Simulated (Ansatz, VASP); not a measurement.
**One calculation of ZnS, two programs**

```
Zn S
1.0
     3.84556    0.00000    0.00000
    -1.92278    3.33035    0.00000
     0.00000    0.00000    6.30372
Zn S
2 2
Cartesian
  -0.1960 2.4162 0.0328
  2.1188 0.9141 3.1846
  0.1584 2.0618 2.3942
  1.7644 1.2685 5.5460
```

Change from the starting cell: mode 4 frozen in at -0.196 Å and mode 5 at +0.196 Å (largest displacements).

Alike in both runs: task single point; functional PBE; k mesh 9 × 9 × 4; occupations gaussian, width 0.05 eV; no spin polarisation.

|  | VASP | Ansatz |
| --- | --- | --- |
| version | VASP 6.6.1 | Ansatz 0.2.0 |
| potentials or method | VASP PAW PBE potentials, release 64 (Zn, S), cutoff 520 eV | scalar-relativistic, plane waves, PAW |
| valence electrons in the cell | 36 | 36 |

VASP gave:

| Item | Value |
| --- | --- |
| gap on the k mesh at the Fermi level (eV) | 1.97 |
| least direct gap on the mesh (eV) | 1.97 |
| pressure (GPa) | -0.4 |
| traceless stress, the component that is largest in VASP (GPa) | 0.67 |
| rms of the force components (eV/Å) | 0.173 |

Q: Estimate Ansatz's values.

A: gap on the k mesh at the Fermi level (eV): 1.97; least direct gap on the mesh (eV): 1.97; pressure (GPa): -0.5; traceless stress, the component that is largest in VASP (GPa): 0.67; rms of the force components (eV/Å): 0.173.

Atom by atom the forces differ by 0.002 eV/Å (rms over components).
